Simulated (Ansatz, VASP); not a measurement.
**TiCo3 in VASP and in Ansatz**

```xyz
4
Lattice="3.6140 0.0000 0.0000 0.0000 3.6140 0.0000 0.0000 0.0000 3.6140" Properties=species:S:1:pos:R:3 pbc="T T T"
Ti    0.0000    0.0000    0.0000
Co    0.0000    1.8070    1.8070
Co    1.8070    0.0000    1.8070
Co    1.8070    1.8070    0.0000
```

Alike in both runs: task single point; functional PBEsol; k mesh 6 × 6 × 6; occupations gaussian, width 0.05 eV; collinear spin.

|  | VASP | Ansatz |
| --- | --- | --- |
| version | VASP 6.6.1 | Ansatz 0.2.0 |
| potentials or method | VASP PAW PBE potentials, release 64 (Ti_sv, Co), cutoff 520 eV | scalar-relativistic, plane waves, PAW |
| valence electrons in the cell | 39 | 63 |

VASP gave:

- gap on the k mesh at the Fermi level (eV): none
- pressure (GPa): -15.3
- net moment per atom (μB): 0.09
- size of the moment on the site where the two differ most (μB): 0.13

Which values does Ansatz return?

gap on the k mesh at the Fermi level (eV): none; pressure (GPa): -10.2; net moment per atom (μB): 0.68; size of the moment on the site where the two differ most (μB): 1.12.

The net moments are unlike, so the other rows may belong to different states. VASP's potentials were made for PBE, not for PBEsol. Site moments also hang on the region over which each program counts them. A gap of «none» marks a metal or a gap that the smearing closes. VASP's potentials hold 39 valence electrons a cell and Ansatz's 63, so a difference there can come from the potentials and not from the codes.
